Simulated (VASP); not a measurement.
# NaCaF3 (Pm-3m) in VASP: single point with HSE06

Aim: the single point of NaCaF3 with HSE06.

Program: VASP 6.6.1. These are calculated values, not measurements. Logs are shortened: lines on timing, memory, paths and dates and some standing lists are left out, and cuts for length are marked.

## Step 1: The cell of the first run

It takes space group Pm-3m (No. 221, cubic). Conventional cell: a = 4.162 Å, b = 4.162 Å, c = 4.162 Å, α = 90.00°, β = 90.00°, γ = 90.00°. Na (site symmetry m-3m) has 12 F at 2.94 Å and 8 Ca at 3.60 Å within 3.9 Å. Ca (site symmetry m-3m) has 6 F at 2.08 Å within 2.8 Å. F (site symmetry 4/mmm) has 2 Ca at 2.08 Å within 2.8 Å.

## Step 2: Single point, HSE06 (strain -5.0%)

POSCAR reads:

```
NaCaF3
1.0
    4.1615368923      0.0000000000      0.0000000000
    0.0000000000      4.1615368923      0.0000000000
    0.0000000000      0.0000000000      4.1615368923
Na Ca F
1 1 3
Direct
    0.0000000000      0.0000000000      0.0000000000
    0.5000000000      0.5000000000      0.5000000000
    0.5000000000      0.5000000000      0.0000000000
    0.5000000000      0.0000000000      0.5000000000
    0.0000000000      0.5000000000      0.5000000000
```

INCAR.step1 reads:

```
SYSTEM = NaCaF3
PREC = Accurate
ENCUT = 520
EDIFF = 1E-5
ISMEAR = 0
SIGMA = 0.01
LREAL = .FALSE.
LASPH = .TRUE.
NELM = 60
ALGO = Normal
ISIF = 2
LWAVE = .TRUE.
LCHARG = .FALSE.
NBANDS = 27
GGA = PE
```

INCAR.step2 reads:

```
SYSTEM = NaCaF3
PREC = Accurate
ENCUT = 520
EDIFF = 1E-6
ISMEAR = 0
SIGMA = 0.01
LREAL = .FALSE.
LASPH = .TRUE.
NELM = 60
ALGO = Normal
ISIF = 2
LWAVE = .FALSE.
LCHARG = .FALSE.
GGA = PE
LHFCALC = .TRUE.
HFSCREEN = 0.2079
PRECFOCK = Fast
NBANDS = 27
ISTART = 1
```

KPOINTS reads:

```
regular mesh
0
G
  4 4 4
  0 0 0
```

Potentials or basis: VASP PAW PBE potentials, release 64 (Na_pv, Ca_sv, F).

Launch:

```bash
> cat potpaw_PBE.64/Na_pv/POTCAR potpaw_PBE.64/Ca_sv/POTCAR potpaw_PBE.64/F/POTCAR > POTCAR
> cp INCAR.step1 INCAR
> mpirun -np 1 vasp_std > vasp.out
> cp INCAR.step2 INCAR
> mpirun -np 1 vasp_std > vasp.out
```

OUTCAR:

```text
SYSTEM = NaCaF3
   PREC = Accurate
   ENCUT = 520
   EDIFF = 1E-6
   ISMEAR = 0
   LREAL = .FALSE.
   LASPH = .TRUE.
   NELM = 60
   ISIF = 2
   GGA = PE
   LHFCALC = .TRUE.
   HFSCREEN = 0.2079
   PRECFOCK = Fast
   ISTART = 1

 ion  position               nearest neighbor table
   1  0.000  0.000  0.000-
   2  0.500  0.500  0.500-   3 2.08   4 2.08   5 2.08   3 2.08   4 2.08   5 2.08
   3  0.500  0.500  0.000-   2 2.08   2 2.08
   4  0.500  0.000  0.500-   2 2.08   2 2.08
   5  0.000  0.500  0.500-   2 2.08   2 2.08

  LATTYP: Found a simple cubic cell.
 ALAT       =     4.1615368923

  Lattice vectors:

 A1 = (   4.1615368923,   0.0000000000,   0.0000000000)
 A2 = (   0.0000000000,   4.1615368923,   0.0000000000)
 A3 = (   0.0000000000,   0.0000000000,   4.1615368923)

Analysis of symmetry for initial positions (statically):
=====================================================================
 Subroutine PRICEL returns:
 Original cell was already a primitive cell.

 Routine SETGRP: Setting up the symmetry group for a
 simple cubic supercell.

 Subroutine GETGRP returns: Found 48 space group operations
 (whereof 48 operations were pure point group operations)
 out of a pool of 48 trial point group operations.

The static configuration has the point symmetry O_h .

Analysis of symmetry for dynamics (positions and initial velocities):
=====================================================================
 Subroutine PRICEL returns:
 Original cell was already a primitive cell.

 Routine SETGRP: Setting up the symmetry group for a
 simple cubic supercell.

 Subroutine GETGRP returns: Found 48 space group operations
 (whereof 48 operations were pure point group operations)
 out of a pool of 48 trial point group operations.

The dynamic configuration has the point symmetry O_h .

 Subroutine INISYM returns: Found 48 space group operations
 (whereof 48 operations are pure point group operations),
 and found     1 'primitive' translations

----------------------------------------------------------------------------------------

                                     Primitive cell

  volume of cell :      72.0711

  direct lattice vectors                    reciprocal lattice vectors
     4.161536892  0.000000000  0.000000000     0.240295839  0.000000000  0.000000000
     0.000000000  4.161536892  0.000000000     0.000000000  0.240295839  0.000000000
     0.000000000  0.000000000  4.161536892     0.000000000  0.000000000  0.240295839

  length of vectors
     4.161536892  4.161536892  4.161536892     0.240295839  0.240295839  0.240295839

  position of ions in fractional coordinates (direct lattice)
     0.000000000  0.000000000  0.000000000
     0.500000000  0.500000000  0.500000000
     0.500000000  0.500000000  0.000000000
     0.500000000  0.000000000  0.500000000
     0.000000000  0.500000000  0.500000000

  ion indices of the primitive-cell ions
   primitive index   ion index
                 1           1
                 2           2
                 3           3
                 4           4
                 5           5

----------------------------------------------------------------------------------------

 KPOINTS: regular mesh

Automatic generation of k-mesh.
 Grid dimensions read from file:
 generate k-points for:    4    4    4

 Generating k-lattice:

  Cartesian coordinates                     Fractional coordinates (reciprocal lattice)
     0.060073960  0.000000000  0.000000000     0.250000000  0.000000000  0.000000000
     0.000000000  0.060073960  0.000000000     0.000000000  0.250000000  0.000000000
     0.000000000  0.000000000  0.060073960     0.000000000  0.000000000  0.250000000

  Length of vectors
     0.060073960  0.060073960  0.060073960

  Shift w.r.t. Gamma in fractional coordinates (k-lattice)
     0.000000000  0.000000000  0.000000000

 Subroutine IBZKPT returns following result:
 ===========================================

 Found     10 irreducible k-points:

 Following reciprocal coordinates:
            Coordinates               Weight
  0.000000  0.000000  0.000000      1.000000
  0.250000  0.000000  0.000000      6.000000
  0.500000  0.000000  0.000000      3.000000
  0.250000  0.250000  0.000000     12.000000
  0.500000  0.250000  0.000000     12.000000
  0.500000  0.500000  0.000000      3.000000
  0.250000  0.250000  0.250000      8.000000
  0.500000  0.250000  0.250000     12.000000
  0.500000  0.500000  0.250000      6.000000
  0.500000  0.500000  0.500000      1.000000
   k-points           NKPTS =     10   k-points in BZ     NKDIM =     64   number of bands    NBANDS=     27
   number of dos      NEDOS =    301   number of ions     NIONS =      5
   total plane-waves  NPLWV =  32768
   dimension x,y,z NGX =    32 NGY =   32 NGZ =   32
   dimension x,y,z NGXF=    64 NGYF=   64 NGZF=   64
   ions per type =               1   1   3
   NGX,Y,Z   is equivalent  to a cutoff of  12.78, 12.78, 12.78 a.u.
   NGXF,Y,Z  is equivalent  to a cutoff of  25.57, 25.57, 25.57 a.u.
 SYSTEM =  NaCaF3
   PREC   = accura    normal or accurate (medium, high low for compatibility)
   ISTART =      1    job   : 0-new  1-cont  2-samecut
   ICHARG =      0    charge: 1-file 2-atom 10-const
   ISPIN  =      1    spin polarized calculation?
   LNONCOLLINEAR =      F non collinear calculations
   LSORBIT =      F    spin-orbit coupling
   LASPH  =      T    aspherical Exc in radial PAW
   ENCUT  =  520.0 eV  38.22 Ry    6.18 a.u.   7.74  7.74  7.74*2*pi/ulx,y,z
   NELM   =     60;   NELMIN=  2; NELMDL=  0     # of ELM steps
   EDIFF  = 0.1E-05   stopping-criterion for ELM
   LREAL  =      F    real-space projection
   EDIFFG = 0.1E-04   stopping-criterion for IOM
   NSW    =      0    number of steps for IOM
   IBRION =     -1    ionic relax: 0-MD 1-quasi-New 2-CG
   NFREE  =      0    steps in history (QN), initial steepest desc. (CG)
   ISIF   =      2    stress and relaxation
   ISYM   =      3    0-nonsym 1-usesym 2-fastsym
   POTIM  = 0.5000    time-step for ionic-motion
   TEBEG  =    0.0;   TEEND  =   0.0 temperature during run
   PSTRESS=    0.0 pullay stress
   NELECT =      38.0000    total number of electrons
   NUPDOWN=      -1.0000    fix difference up-down
   EMIN   =  10.00;   EMAX   =-10.00  energy-range for DOS
   EFERMI =   0.00;   METHOD = LEGACY
   ISMEAR =     0;   SIGMA  =   0.01  broadening in eV -4-tet -1-fermi 0-gaus
   EFERMI_NEDOS =   21; number of points for ismear=-14 and -15
   IALGO  =     38    algorithm
   IMIX   =      1    mixing-type and parameters
     AMIX     =   0.40;   BMIX     =  1.00
     AMIX_MAG =   1.60;   BMIX_MAG =  1.00
  volume/ion in A,a.u.               =      14.41        97.27
  Fermi-wavevector in a.u.,A,eV,Ry     =   1.322561  2.499277 23.798859  1.749167
  Thomas-Fermi vector in A             =   2.452233
   LORBIT       =      0    0 simple, 1 ext, 2 COOP (PROOUT), +10 PAW based schemes
   GGA     = PE    functional components
   LHFCALC =     T    Hartree Fock is set to
   PRECFOCK=fast      Normal, Fast or Accurate (Low or Medium for compatibility)
   ENCUT4O =  -1.0   cutoff for four orbital integrals eV
   NKREDX  =     1    reduce k-point grid by
   NKREDY  =     1    reduce k-point grid by
   NKREDZ  =     1    reduce k-point grid by
   AEXX    =    0.2500 exact exchange contribution
   HFSCREEN=    0.2079 screening length (either q_TF or 0.3 A-1)
   HFSCREENC=   0.2079 screening length for correlation (either q_TF or 0.3 A-1)
   ENCUTFOCK=  -1.0 apply spherical cutoff to Coloumb kernel
   IVDW    =     0    specifies the selected vdW correction
   LEPSILON=     F    determine dielectric tensor
   LRPA    =     F    only Hartree local field effects (RPA)
 non-spin polarized calculation
 Gauss-broadening in eV      SIGMA  =   0.01
  energy-cutoff  :      520.00
  volume of cell :       72.07
 maximum number of plane-waves:      1956
 NGX is ok and might be reduce to    32
  NGX = 18; NGY = 18; NGZ = 18

 number of electron      38.0000024 magnetization

 Free energy of the ion-electron system (eV)
  ---------------------------------------------------
  ext. energy  EPLUGINS =         0.00000000
  ---------------------------------------------------
  free energy    TOTEN  =       -29.37252063 eV

  energy without entropy =      -29.37252063  energy(sigma->0) =      -29.37252063

 E-fermi :  -3.4417     XC(G=0):  -7.3073

 val. band max:       -3.5173128284   @ k =   0.0000   0.0000   0.0000
 cond. band min:       4.0729323052   @ k =   0.0000   0.0000   0.0000
 fundamental gap:      7.5902451336
 Fermi energy:        -3.4416728679

 k-point     1 :       0.0000    0.0000    0.0000
  band No.  band energies     occupation
      1     -39.7204      2.00000
      2     -25.9105      2.00000
      3     -25.9105      2.00000
      4     -25.9105      2.00000
      5     -24.5717      2.00000
      6     -24.4775      2.00000
[... 19 lines left out ...]
     26      12.8016      0.00000
     27      12.8016      0.00000

 k-point     2 :       0.2500    0.0000    0.0000
  band No.  band energies     occupation
      1     -39.7104      2.00000
      2     -25.9198      2.00000
      3     -25.9101      2.00000
      4     -25.9101      2.00000
      5     -24.8537      2.00000
      6     -24.5250      2.00000
[... 19 lines left out ...]
     26      12.7457      0.00000
     27      13.0574      0.00000

 k-point     3 :       0.5000    0.0000    0.0000
  band No.  band energies     occupation
      1     -39.7003      2.00000
      2     -25.9289      2.00000
      3     -25.9098      2.00000
      4     -25.9098      2.00000
      5     -25.1387      2.00000
      6     -24.5150      2.00000
[... 19 lines left out ...]
     26      12.5398      0.00000
     27      13.8012      0.00000

 k-point     4 :       0.2500    0.2500    0.0000
  band No.  band energies     occupation
      1     -39.7004      2.00000
      2     -25.9204      2.00000
      3     -25.9181      2.00000
      4     -25.9098      2.00000
      5     -24.8568      2.00000
      6     -24.8266      2.00000
[... 19 lines left out ...]
     26      12.6683      0.00000
     27      13.4638      0.00000

 k-point     5 :       0.5000    0.2500    0.0000
  band No.  band energies     occupation
      1     -39.6904      2.00000
      2     -25.9281      2.00000
      3     -25.9195      2.00000
      4     -25.9094      2.00000
      5     -25.1258      2.00000
      6     -24.8316      2.00000
[... 19 lines left out ...]
     26      12.2224      0.00000
     27      13.5500      0.00000

 k-point     6 :       0.5000    0.5000    0.0000
  band No.  band energies     occupation
      1     -39.6803      2.00000
      2     -25.9289      2.00000
      3     -25.9289      2.00000
      4     -25.9091      2.00000
      5     -25.1133      2.00000
      6     -25.1133      2.00000
[... 19 lines left out ...]
     26      12.0903      0.00000
     27      12.5059      0.00000

 k-point     7 :       0.2500    0.2500    0.2500
  band No.  band energies     occupation
      1     -39.6904      2.00000
      2     -25.9215      2.00000
      3     -25.9150      2.00000
      4     -25.9150      2.00000
      5     -24.8587      2.00000
      6     -24.8264      2.00000
[... 19 lines left out ...]
     26      11.6332      0.00000
     27      13.4618      0.00000

 k-point     8 :       0.5000    0.2500    0.2500
  band No.  band energies     occupation
      1     -39.6804      2.00000
      2     -25.9245      2.00000
      3     -25.9191      2.00000
      4     -25.9120      2.00000
      5     -25.1215      2.00000
      6     -24.8410      2.00000
[... 19 lines left out ...]
     26      12.4709      0.00000
     27      12.7955      0.00000

 k-point     9 :       0.5000    0.5000    0.2500
  band No.  band energies     occupation
      1     -39.6704      2.00000
      2     -25.9217      2.00000
      3     -25.9217      2.00000
      4     -25.9117      2.00000
      5     -25.1172      2.00000
      6     -25.1172      2.00000
[... 19 lines left out ...]
     26      11.9723      0.00000
     27      12.6890      0.00000

 k-point    10 :       0.5000    0.5000    0.5000
  band No.  band energies     occupation
      1     -39.6604      2.00000
      2     -25.9143      2.00000
      3     -25.9143      2.00000
      4     -25.9143      2.00000
      5     -25.1212      2.00000
      6     -25.1212      2.00000
[... 19 lines left out ...]
     26      12.1548      0.00000
     27      12.7646      0.00000

------------------------ aborting loop because EDIFF is reached ----------------------------------------

  FORCE on cell =-STRESS in cart. coord.  units (eV):
  Direction    XX          YY          ZZ          XY          YZ          ZX
  --------------------------------------------------------------------------------------
  -------------------------------------------------------------------------------------
  Total        6.0018936      6.0018936      6.0018936     -0.0000000     -0.0000000      0.0000000
  in kB      133.4251278    133.4251278    133.4251278     -0.0000000     -0.0000000      0.0000000
  external PRESSURE =     133.4251278 kB  Pullay stress =       0.0000000 kB

 VOLUME and BASIS-vectors are now :
 -----------------------------------------------------------------------------
  energy-cutoff  :      520.00
  volume of cell :       72.07
      direct lattice vectors                 reciprocal lattice vectors
     4.161536892  0.000000000  0.000000000     0.240295839  0.000000000  0.000000000
     0.000000000  4.161536892  0.000000000     0.000000000  0.240295839  0.000000000
     0.000000000  0.000000000  4.161536892     0.000000000  0.000000000  0.240295839

 POSITION                                       TOTAL-FORCE (eV/Angst)
 -----------------------------------------------------------------------------------
      0.00000      0.00000      0.00000         0.000000      0.000000      0.000000
      2.08077      2.08077      2.08077         0.000000      0.000000      0.000000
      2.08077      2.08077      0.00000         0.000000      0.000000      0.000000
      2.08077      0.00000      2.08077         0.000000      0.000000      0.000000
      0.00000      2.08077      2.08077         0.000000      0.000000      0.000000
 -----------------------------------------------------------------------------------
    total drift:                                0.000005      0.000000      0.000001

  FREE ENERGIE OF THE ION-ELECTRON SYSTEM (eV)
  ---------------------------------------------------
  free  energy   TOTEN  =       -29.3725206309 eV

  energy  without entropy=      -29.3725206309  energy(sigma->0) =      -29.37252063
```

It took 31 min on 1 thread of Intel Xeon 8259CL, shared host; peak memory 0.3 GiB.

What came out:

```
Free energy            : -29.3725 eV
Pressure               : 13.3 GPa
Band gap on the k mesh : 7.59 eV
```

Caveat: the cell differs from its parent crystal (strain -5.0%); the cell stands under pressure; the PAW data sets were made with another functional, which shifts forces and pressure a little.
